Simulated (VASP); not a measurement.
# LiAl4O (P3m1) in VASP: a series of runs

LiAl4O is run at these levels: PBE; tasks: single point, relaxation of cell and atoms.

Everything below comes from runs of VASP 6.6.1. Logs are shortened: lines on timing, memory, paths and dates and some standing lists are left out, and cuts for length are marked.

## 1. The cell of the first run

It takes space group P3m1 (No. 156, trigonal). The conventional cell has a = 2.885 Å, b = 2.885 Å, c = 13.997 Å, α = 90.00°, β = 90.00°, γ = 120.00°. Li (site symmetry 3m) has 6 Al at 2.82 to 2.83 Å and 6 Li at 2.89 Å within 3.7 Å. Within 3.7 Å of Al (site symmetry 3m) lie 3 Li at 2.83 Å and 9 Al at 2.86 to 2.89 Å. Al (site symmetry 3m) has 9 Al at 2.86 to 2.89 Å within 3.8 Å. Al (site symmetry 3m) has 3 O at 1.82 Å within 2.4 Å. Within 3.7 Å of Al (site symmetry 3m) lie 3 Li at 2.82 Å and 9 Al at 2.89 to 2.91 Å and 1 O at 3.13 Å. O (site symmetry 3m) has 3 Al at 1.82 Å within 2.4 Å.

The cell was built from a structure type or drawn by symmetry, and may not be a known phase.

## 2. Single point, PBE

Input file INCAR:

```
PREC     = Accurate       # precision mode
ENCUT    = 520            # plane-wave cutoff, eV
EDIFF    = 1E-6           # SCF threshold, eV
ISMEAR   = 0              # smearing method
SIGMA    = 0.1            # smearing width, eV
LREAL    = F              # projectors in reciprocal space
LASPH    = T              # aspherical terms in the spheres
NELM     = 100            # most SCF steps
ALGO     = Normal         # electronic algorithm
ISIF     = 2              # what is computed and relaxed
LWAVE    = F              # write WAVECAR
LCHARG   = F              # write CHGCAR
GGA      = PE             # functional
NBANDS   = 20             # bands
```

Input file KPOINTS:

```
regular mesh
0
Gamma
  18 18 4
```

Input file POSCAR:

```
LiAl4O
1.0
    2.8853897553      0.0000000000      0.0000000000
   -1.4426948777      2.4988208279      0.0000000000
    0.0000000000      0.0000000000     13.9973159692
Li Al O
1 4 1
Direct
    0.0000000000      0.0000000000      0.5322839430
    0.6666666667      0.3333333333      0.6954546922
    0.0000000000      0.0000000000      0.8618254583
    0.0000000000      0.0000000000      0.1995493317
    0.6666666667      0.3333333333      0.3699230989
    0.6666666667      0.3333333333      0.1465674761
```

Potentials or basis: VASP PAW PBE potentials, release 64 (Li_sv, Al, O).

Run with:

```console
> cat potpaw_PBE.64/Li_sv/POTCAR potpaw_PBE.64/Al/POTCAR potpaw_PBE.64/O/POTCAR > POTCAR
> mpirun -np 1 vasp_std > vasp.out
```

OUTCAR:

```text
PREC = Accurate
   ENCUT = 520
   EDIFF = 1E-6
   ISMEAR = 0
   LREAL = F
   LASPH = T
   NELM = 100
   ISIF = 2
   GGA = PE

 ion  position               nearest neighbor table
   1  0.000  0.000  0.532-   5 2.82   5 2.82   5 2.82   2 2.83   2 2.83   2 2.83
   2  0.667  0.333  0.695-   1 2.83   1 2.83   1 2.83   3 2.86   3 2.86   3 2.86
   3  0.000  0.000  0.862-   2 2.86   2 2.86   2 2.86
   4  0.000  0.000  0.200-   6 1.82   6 1.82   6 1.82   5 2.91   5 2.91   5 2.91
   5  0.667  0.333  0.370-   1 2.82   1 2.82   1 2.82   4 2.91   4 2.91   4 2.91
   6  0.667  0.333  0.147-   4 1.82   4 1.82   4 1.82

  LATTYP: Found a hexagonal cell.
 ALAT       =     2.8853897553
 C/A-ratio  =     4.8511005986

  Lattice vectors:

 A1 = (   2.8853897553,   0.0000000000,   0.0000000000)
 A2 = (  -1.4426948777,   2.4988208279,   0.0000000000)
 A3 = (   0.0000000000,   0.0000000000,  13.9973159692)

Analysis of symmetry for initial positions (statically):
=====================================================================
 Subroutine PRICEL returns:
 Original cell was already a primitive cell.

 Routine SETGRP: Setting up the symmetry group for a
 hexagonal supercell.

 Subroutine GETGRP returns: Found  6 space group operations
 (whereof  6 operations were pure point group operations)
 out of a pool of 24 trial point group operations.

The static configuration has the point symmetry C_3v.

Analysis of symmetry for dynamics (positions and initial velocities):
=====================================================================
 Subroutine PRICEL returns:
 Original cell was already a primitive cell.

 Routine SETGRP: Setting up the symmetry group for a
 hexagonal supercell.

 Subroutine GETGRP returns: Found  6 space group operations
 (whereof  6 operations were pure point group operations)
 out of a pool of 24 trial point group operations.

The dynamic configuration has the point symmetry C_3v.

 Subroutine INISYM returns: Found  6 space group operations
 (whereof  6 operations are pure point group operations),
 and found     1 'primitive' translations

----------------------------------------------------------------------------------------

                                     Primitive cell

  volume of cell :     100.9217

  direct lattice vectors                    reciprocal lattice vectors
     2.885389755  0.000000000  0.000000000     0.346573629  0.200094378  0.000000000
    -1.442694878  2.498820828  0.000000000     0.000000000  0.400188757  0.000000000
     0.000000000  0.000000000 13.997315969     0.000000000  0.000000000  0.071442268

  length of vectors
     2.885389755  2.885389755 13.997315969     0.400188757  0.400188757  0.071442268

  position of ions in fractional coordinates (direct lattice)
     0.000000000  0.000000000  0.532283943
     0.666666667  0.333333333  0.695454692
     0.000000000  0.000000000  0.861825458
     0.000000000  0.000000000  0.199549332
     0.666666667  0.333333333  0.369923099
     0.666666667  0.333333333  0.146567476

  ion indices of the primitive-cell ions
   primitive index   ion index
                 1           1
                 2           2
                 3           3
                 4           4
                 5           5
                 6           6

----------------------------------------------------------------------------------------

 KPOINTS: regular mesh

Automatic generation of k-mesh.
 Grid dimensions read from file:
 generate k-points for:   18   18    4

 Generating k-lattice:

  Cartesian coordinates                     Fractional coordinates (reciprocal lattice)
     0.019254091  0.011116354  0.000000000     0.055555556  0.000000000  0.000000000
     0.000000000  0.022232709  0.000000000     0.000000000  0.055555556  0.000000000
     0.000000000  0.000000000  0.017860567     0.000000000  0.000000000  0.250000000

  Length of vectors
     0.022232709  0.022232709  0.017860567

  Shift w.r.t. Gamma in fractional coordinates (k-lattice)
     0.000000000  0.000000000  0.000000000

 Subroutine IBZKPT returns following result:
 ===========================================

 Found    138 irreducible k-points:

 Following reciprocal coordinates:
            Coordinates               Weight
  0.000000  0.000000  0.000000      1.000000
  0.055556 -0.000000  0.000000      6.000000
  0.111111 -0.000000  0.000000      6.000000
  0.166667  0.000000  0.000000      6.000000
  0.222222  0.000000  0.000000      6.000000
  0.277778  0.000000  0.000000      6.000000
[... 16 lines left out ...]
  0.333333  0.111111  0.000000     12.000000
  0.388889  0.111111  0.000000     12.000000
 [... further k-points ...]
   k-points           NKPTS =    138   k-points in BZ     NKDIM =    138   number of bands    NBANDS=     20
   number of dos      NEDOS =    301   number of ions     NIONS =      6
   total plane-waves  NPLWV =  62208
   dimension x,y,z NGX =    24 NGY =   24 NGZ =  108
   dimension x,y,z NGXF=    48 NGYF=   48 NGZF=  216
   ions per type =               1   4   1
   NGX,Y,Z   is equivalent  to a cutoff of  13.83, 13.83, 12.83 a.u.
   NGXF,Y,Z  is equivalent  to a cutoff of  27.66, 27.66, 25.65 a.u.
 SYSTEM =  unknown system
   PREC   = accura    normal or accurate (medium, high low for compatibility)
   ISTART =      0    job   : 0-new  1-cont  2-samecut
   ICHARG =      2    charge: 1-file 2-atom 10-const
   ISPIN  =      1    spin polarized calculation?
   LNONCOLLINEAR =      F non collinear calculations
   LSORBIT =      F    spin-orbit coupling
   LASPH  =      T    aspherical Exc in radial PAW
   ENCUT  =  520.0 eV  38.22 Ry    6.18 a.u.   5.36  5.36 26.03*2*pi/ulx,y,z
   NELM   =    100;   NELMIN=  2; NELMDL= -5     # of ELM steps
   EDIFF  = 0.1E-05   stopping-criterion for ELM
   LREAL  =      F    real-space projection
   EDIFFG = 0.1E-04   stopping-criterion for IOM
   NSW    =      0    number of steps for IOM
   IBRION =     -1    ionic relax: 0-MD 1-quasi-New 2-CG
   NFREE  =      0    steps in history (QN), initial steepest desc. (CG)
   ISIF   =      2    stress and relaxation
   ISYM   =      2    0-nonsym 1-usesym 2-fastsym
   POTIM  = 0.5000    time-step for ionic-motion
   TEBEG  =    0.0;   TEEND  =   0.0 temperature during run
   PSTRESS=    0.0 pullay stress
   NELECT =      21.0000    total number of electrons
   NUPDOWN=      -1.0000    fix difference up-down
   EMIN   =  10.00;   EMAX   =-10.00  energy-range for DOS
   EFERMI =   0.00;   METHOD = LEGACY
   ISMEAR =     0;   SIGMA  =   0.10  broadening in eV -4-tet -1-fermi 0-gaus
   EFERMI_NEDOS =   21; number of points for ismear=-14 and -15
   IALGO  =     38    algorithm
   IMIX   =      4    mixing-type and parameters
     AMIX     =   0.40;   BMIX     =  1.00
     AMIX_MAG =   1.60;   BMIX_MAG =  1.00
  volume/ion in A,a.u.               =      16.82       113.51
  Fermi-wavevector in a.u.,A,eV,Ry     =   0.970107  1.833237 12.804556  0.941108
  Thomas-Fermi vector in A             =   2.100215
   LORBIT       =      0    0 simple, 1 ext, 2 COOP (PROOUT), +10 PAW based schemes
   GGA     = PE    functional components
   LHFCALC =     F    Hartree Fock is set to
   AEXX    =    0.0000 exact exchange contribution
   IVDW    =     0    specifies the selected vdW correction
   LEPSILON=     F    determine dielectric tensor
   LRPA    =     F    only Hartree local field effects (RPA)
 non-spin polarized calculation
 Gauss-broadening in eV      SIGMA  =   0.10
  energy-cutoff  :      520.00
  volume of cell :      100.92
 maximum number of plane-waves:      2789
 NGX is ok and might be reduce to    24
   NGX = 11   NGY = 11   NGZ = 53

 number of electron      20.9999993 magnetization

 Free energy of the ion-electron system (eV)
  ---------------------------------------------------
  ext. energy  EPLUGINS =         0.00000000
  ---------------------------------------------------
  free energy    TOTEN  =       -25.90552456 eV

  energy without entropy =      -25.89711339  energy(sigma->0) =      -25.90131897

 E-fermi :   5.4350     XC(G=0):  -9.1241

 val. band max:        5.4078245351   @ k =   0.3333   0.2222   0.2500
 cond. band min:       5.4361910448   @ k =   0.4444   0.0000   0.5000
 fundamental gap:      0.0283665097
 Fermi energy:         5.4349955177

 k-point     1 :       0.0000    0.0000    0.0000
  band No.  band energies     occupation
      1     -40.7656      2.00000
      2     -16.0719      2.00000
      3      -4.5561      2.00000
      4      -4.2752      2.00000
      5      -1.6478      2.00000
      6      -1.4419      2.00000
[... 12 lines left out ...]
     19      16.5153      0.00000
     20      16.5153      0.00000

 k-point     2 :       0.0556   -0.0000    0.0000
  band No.  band energies     occupation
      1     -40.7648      2.00000
      2     -16.0444      2.00000
      3      -4.4834      2.00000
      4      -4.2105      2.00000
      5      -1.5774      2.00000
      6      -1.3929      2.00000
[... 12 lines left out ...]
     19      15.7306      0.00000
     20      15.9158      0.00000

 k-point     3 :       0.1111   -0.0000    0.0000
  band No.  band energies     occupation
      1     -40.7627      2.00000
      2     -15.9643      2.00000
      3      -4.2657      2.00000
      4      -4.0186      2.00000
      5      -1.3688      2.00000
      6      -1.2487      2.00000
[... 12 lines left out ...]
     19      15.2587      0.00000
     20      15.3259      0.00000

 k-point     4 :       0.1667    0.0000    0.0000
  band No.  band energies     occupation
      1     -40.7594      2.00000
      2     -15.8382      2.00000
      3      -3.9035      2.00000
      4      -3.7081      2.00000
      5      -1.1000      2.00000
      6      -0.9849      2.00000
[... 12 lines left out ...]
     19      14.2121      0.00000
     20      14.4178      0.00000

 k-point     5 :       0.2222    0.0000    0.0000
  band No.  band energies     occupation
      1     -40.7555      2.00000
      2     -15.6776      2.00000
      3      -3.3984      2.00000
      4      -3.3063      2.00000
      5      -1.4076      2.00000
      6      -0.6473      2.00000
[... 12 lines left out ...]
     19      13.3839      0.00000
     20      13.5634      0.00000
[... 353 lines left out ...]
      6      -0.3055      2.00000
[... 12 lines left out ...]
     19      12.3420      0.00000
     20      12.6776      0.00000

 k-point    22 :       0.2778    0.1111    0.0000
  band No.  band energies     occupation
      1     -40.7462      2.00000
      2     -15.2757      2.00000
      3      -2.9274      2.00000
      4      -1.7498      2.00000
      5      -1.4942      2.00000
      6      -0.4714      2.00000
[... 12 lines left out ...]
     19      11.8339      0.00000
     20      12.3604      0.00000

 k-point    23 :       0.3333    0.1111    0.0000
  band No.  band energies     occupation
      1     -40.7431      2.00000
      2     -15.1332      2.00000
      3      -3.1925      2.00000
      4      -0.9606      2.00000
      5      -0.8277      2.00000
      6      -0.5925      2.00000
[... 12 lines left out ...]
     19      11.1094      0.00000
     20      11.7213      0.00000

 k-point    24 :       0.3889    0.1111    0.0000
  band No.  band energies     occupation
      1     -40.7411      2.00000
      2     -15.0369      2.00000
      3      -3.3963      2.00000
      4      -0.7393      2.00000
      5      -0.4284      2.00000
      6       0.2266      2.00000
[... 12 lines left out ...]
     19      11.3227      0.00000
     20      11.5308      0.00000

 [... further k-points ...]

------------------------ aborting loop because EDIFF is reached ----------------------------------------

  FORCE on cell =-STRESS in cart. coord.  units (eV):
  Direction    XX          YY          ZZ          XY          YZ          ZX
  --------------------------------------------------------------------------------------
  -------------------------------------------------------------------------------------
  Total       -0.0065794     -0.0065794     -0.0345422      0.0000000      0.0000000      0.0000000
  in kB       -0.1044508     -0.1044508     -0.5483726      0.0000000      0.0000000      0.0000000
  external PRESSURE =      -0.2524247 kB  Pullay stress =       0.0000000 kB

 VOLUME and BASIS-vectors are now :
 -----------------------------------------------------------------------------
  energy-cutoff  :      520.00
  volume of cell :      100.92
      direct lattice vectors                 reciprocal lattice vectors
     2.885389755  0.000000000  0.000000000     0.346573629  0.200094378  0.000000000
    -1.442694878  2.498820828  0.000000000     0.000000000  0.400188757  0.000000000
     0.000000000  0.000000000 13.997315969     0.000000000  0.000000000  0.071442268

 POSITION                                       TOTAL-FORCE (eV/Angst)
 -----------------------------------------------------------------------------------
      0.00000      0.00000      7.45055        -0.000000     -0.000000      0.000147
      1.44269      0.83294      9.73450        -0.000000     -0.000000      0.002596
      0.00000      0.00000     12.06324        -0.000000      0.000000     -0.000976
      0.00000      0.00000      2.79316        -0.000000      0.000000     -0.013263
      1.44269      0.83294      5.17793        -0.000000     -0.000000     -0.004497
      1.44269      0.83294      2.05155         0.000000     -0.000000      0.015994
 -----------------------------------------------------------------------------------
    total drift:                               -0.000000      0.000000     -0.000065

  FREE ENERGIE OF THE ION-ELECTRON SYSTEM (eV)
  ---------------------------------------------------
  free  energy   TOTEN  =       -25.9055245576 eV

  energy  without entropy=      -25.8971133920  energy(sigma->0) =      -25.90131897
```

Run time: 2.4 min. Hardware: 1 thread of Intel Xeon 6975P-C (Granite Rapids), shared host; peak memory 0.4 GiB.

What came out:

| Property | Result |
| --- | --- |
| Free energy | -25.9055 eV |
| Largest force | 0.016 eV/Å |
| Band gap on the k mesh | zero (an odd number of electrons rules out a gap without spin polarisation) |

Forces in eV/Å, atoms in the order of the input:
```
Li   0.000  0.000  0.000
Al   0.000  0.000  0.003
Al   0.000  0.000 -0.001
Al   0.000  0.000 -0.013
Al   0.000  0.000 -0.004
O    0.000  0.000  0.016
```

Levels at points of the mesh, in eV from the Fermi level:
| k point | band 7 | band 8 | band 9 | band 10 | band 11 | band 12 | band 13 | band 14 |
| --- | --- | --- | --- | --- | --- | --- | --- | --- |
| (0.00, 0.00, 0.00) | -5.04 | -5.04 | -3.63 | -3.12 | 0.84 | 1.62 | 4.94 | 5.87 |
| (0.50, 0.00, 0.00) | -4.17 | -3.72 | -2.98 | -1.66 | -1.21 | 0.27 | 0.67 | 2.05 |
| (0.00, 0.00, 0.50) | -5.04 | -5.04 | -3.90 | -2.78 | 0.29 | 2.46 | 4.00 | 6.86 |
| (0.50, 0.00, 0.50) | -4.17 | -3.72 | -3.00 | -1.63 | -1.21 | 0.20 | 0.66 | 2.22 |

Caveat: the cutoff is under 1.25 times the usual one of these potentials, so pressure, stress and relaxed cells hold a basis-set (Pulay) error; an odd number of electrons without spin polarisation forces a metal; a magnetic or distorted state may lie lower.

[end of part 1 of 2]
